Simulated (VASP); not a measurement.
Runs of VASP 6.6.1 on AlBN. Symmetry: P4/mmm, No. 123, tetragonal system. Conventional cell: a = 2.646 Å, b = 2.646 Å, c = 5.403 Å, α = 90.00°, β = 90.00°, γ = 90.00°. Within 2.5 Å of Al (site symmetry 4/mmm) lie 4 N at 1.87 Å. B (site symmetry 4/mmm) has 4 B at 2.65 Å and 2 Al at 2.70 Å and 8 N at 3.29 Å within 3.5 Å. Within 2.5 Å of N (site symmetry 4/mmm) lie 4 Al at 1.87 Å. 

```tsv
level	share of exact exchange	gap on the mesh (eV)	pressure (GPa)
PBE-based screened hybrid with 30 % exact exchange	0.3	none	(a)
PBE-based screened hybrid with 40 % exact exchange	0.4	none	-4.5
PBE-based screened hybrid with 20 % exact exchange	0.2	none	-2.3
PBE-based screened hybrid with 50 % exact exchange	0.5	none	(c)
PBE-based screened hybrid with 10 % exact exchange	0.1	none	-1.1
PBE-based screened hybrid with 25 % exact exchange	0.25	none	-2.8
PBE-based screened hybrid with 5 % exact exchange	0.05	none	(b)
PBE-based screened hybrid with 15 % exact exchange	0.15	none	-1.7
```

Alike in all rows: task single point; potentials or basis VASP PAW PBE potentials, release 64 (Al, B, N); no spin polarisation; cell as given; k mesh 5 × 5 × 3; cutoff (eV) 520; smearing fermi-dirac 0.05 eV.

Q: Estimate the missing entries.

A: (a) -3.4; (b) -0.4; (c) -5.7.

Caveats: all runs use coarse meshes; the PAW data sets were made with another functional, which shifts forces and pressure a little.

A gap of «none» marks levels without a gap at the run's occupations.
